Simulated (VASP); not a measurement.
## NaCl: relaxation of cell and atoms with BLYP+D3(BJ)

NaCl:

```
Cl Na
1.0
     3.50219    0.00000    0.00000
     0.00000    3.50219    0.00000
     0.00000    0.00000    3.50219
Cl Na
1 1
Direct
  0.50000 0.50000 0.50000
  0.00000 0.00000 0.00000
```

```
Program                : VASP 6.6.1
Task                   : relaxation of cell and atoms
Functional             : BLYP
Dispersion             : D3(BJ)
Potentials or basis    : VASP PAW PBE potentials, release 64 (Cl, Na_pv)
Cutoff                 : 600 eV
k mesh                 : 8 × 8 × 8
Occupations            : fermi-dirac, width 0.05 eV
Spin                   : no spin polarisation
Dipole correction      : no
Further INCAR settings : ALGO = Normal; EDIFF = 1e-06; IBRION = 2; EDIFFG = -0.02; NSW = 80; ISIF = 3
```

The relaxed volume is 19.62 Å³/atom. The relaxed cell is a = 3.398 Å, b = 3.398 Å, c = 3.398 Å, α = 90.00°, β = 90.00°, γ = 90.00°. The space group after relaxing (to 0.1 Å) is Pm-3m (No. 221), the energy gained by relaxing is 15.9 meV/atom and the ionic steps are 4. The pressure after relaxing is 0.0 GPa, the band gap on the k mesh is 4.38 eV (least direct gap 4.95 eV) and the dispersion energy per atom is -0.553 eV.

The path:
```csv
step,energy change (eV),largest force (eV/Å),pressure (GPa),volume (Å³)
1,0.0000,0.0000,-2.51,42.96
2,-0.0247,0.0000,-1.40,40.90
3,-0.0221,0.0000,1.77,37.36
4,-0.0319,0.0000,0.02,39.23
```

Final structure:
```yaml
crystal:
  lattice:
    - [3.39795, 0.00000, 0.00000]
    - [0.00000, 3.39795, 0.00000]
    - [0.00000, 0.00000, 3.39795]
  atoms:
    - { symbol: Cl, position: [0.50000, 0.50000, 0.50000] }
    - { symbol: Na, position: [0.00000, 0.00000, 0.00000] }
```

Levels at points of the mesh, in eV from the valence-band top:
| k point | band 5 | band 6 | band 7 | band 8 | band 9 | band 10 |
| --- | --- | --- | --- | --- | --- | --- |
| (0.00, 0.00, 0.00) | -0.57 | -0.57 | -0.57 | 4.38 | 8.60 | 8.60 |
| (0.50, 0.00, 0.00) | -3.33 | -0.30 | -0.30 | 7.33 | 9.24 | 10.54 |
| (0.50, 0.50, 0.00) | -2.57 | -2.57 | 0.00 | 5.58 | 10.13 | 11.78 |
| (0.50, 0.50, 0.50) | -2.12 | -2.12 | -2.12 | 7.22 | 7.22 | 7.22 |

It took 99 s on 1 thread of Intel Xeon 8259CL (shared host), peak memory 0.17 GiB.

Caveat: the PAW data sets were made with another functional, which shifts forces and pressure a little. A k mesh can miss the band edges.
